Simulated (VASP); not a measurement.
**Ag: single point with PBEsol**

Ag:

```
CELL_PARAMETERS angstrom
0.00000 1.94258 1.94258
1.94258 0.00000 1.94258
1.94258 1.94258 0.00000
ATOMIC_POSITIONS crystal
Ag 0.00000 0.00000 0.00000
```

This cell differs from its parent crystal: volume scaled by 0.88.

- Program: VASP 6.6.1
- Task: single point
- Functional: PBEsol
- Potentials or basis: VASP PAW PBE potentials, release 64 (Ag)
- Cutoff: 520 eV
- k mesh: 16 × 16 × 16
- Occupations: fermi-dirac, width 0.1 eV
- Spin: no spin polarisation
- Dipole correction: no
- Further INCAR settings: ALGO = Normal; EDIFF = 1e-06; NBANDS = 12

```yaml
Pressure: 21.4 GPa
```

Levels at points of the mesh, in eV from the Fermi level:
| k point | band 3 | band 4 | band 5 | band 6 | band 7 | band 8 | band 9 | band 10 |
| --- | --- | --- | --- | --- | --- | --- | --- | --- |
| (0.00, 0.00, 0.00) | -5.40 | -5.40 | -4.03 | -4.03 | 16.22 | 20.69 | 20.69 | 20.69 |
| (0.50, 0.00, 0.00) | -5.43 | -2.99 | -2.99 | -0.90 | 4.51 | 15.47 | 19.36 | 19.36 |
| (0.50, 0.50, 0.00) | -3.03 | -2.72 | -2.72 | 1.39 | 7.99 | 11.36 | 11.36 | 19.10 |

It took 14 s on 1 thread of Intel(R) Xeon(R) Platinum 8375C CPU @ 2.90GHz (Ice Lake) (shared host), peak memory 0.14 GiB.

Caveat: the PAW data sets were made with another functional, which shifts forces and pressure a little.
